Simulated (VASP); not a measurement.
Set up this calculation in VASP 6.6.1, as the native input.

```
Task                   : relaxation of the atoms
Functional             : PBE
Potentials or basis    : VASP PAW PBE potentials, release 64 (Si, N)
Cutoff                 : 520 eV
k mesh                 : 6 × 6 × 6
Occupations            : fermi-dirac, width 0.02 eV
Spin                   : no spin polarisation
Dipole correction      : no
Further INCAR settings : ALGO = Normal; EDIFF = 1e-06; IBRION = 2; EDIFFG = -0.02; NSW = 80
```

The structure of Si3N4 lies in POSCAR:

```
Si3N4
1.0
   -3.1712630890      3.1712630890      3.1712630890
    3.1712630890     -3.1712630890      3.1712630890
    3.1712630890      3.1712630890     -3.1712630890
Si N
6 8
Direct
    0.2500000000      0.1250000000      0.8750000000
    0.8750000000      0.2500000000      0.1250000000
    0.7500000000      0.3750000000      0.6250000000
    0.6250000000      0.7500000000      0.3750000000
    0.1250000000      0.8750000000      0.2500000000
    0.3750000000      0.6250000000      0.7500000000
    0.5628000000      0.5628000000      0.5628000000
    0.4372000000      0.5000000000      0.0000000000
    0.5000000000      0.0000000000      0.9372000000
    0.0000000000      0.4372000000      0.5000000000
    0.9372000000      0.5000000000      0.0000000000
    0.0628000000      0.0628000000      0.0628000000
    0.0000000000      0.9372000000      0.5000000000
    0.5000000000      0.0000000000      0.4372000000
```

The input as run:

INCAR

```
PREC = Accurate
ENCUT = 520
EDIFF = 1E-6
ISMEAR = -1
SIGMA = 0.02
LREAL = False
LASPH = True
NELM = 100
ALGO = Normal
ISIF = 2
LWAVE = False
LCHARG = False
GGA = PE
IBRION = 2
NSW = 80
EDIFFG = -0.02
```

KPOINTS

```
regular mesh
0
Gamma
  6 6 6
```

Potentials or basis: VASP PAW PBE potentials, release 64 (Si, N).

Run with:

```sh
$ cat potpaw_PBE.64/Si/POTCAR potpaw_PBE.64/N/POTCAR > POTCAR
$ mpirun -np 1 vasp_std > vasp.out
```

Results of the run:

- Energy gained by relaxing: 1.8 meV/atom
- Ionic steps: 3
- Pressure after relaxing: 19.4 GPa
- Band gap on the k mesh: 4.21 eV (least direct gap 4.41 eV)

Wall time 6.1 min on 1 thread of Oxide Virtual Turin-like Processor (shared host), peak memory 0.25 GiB.
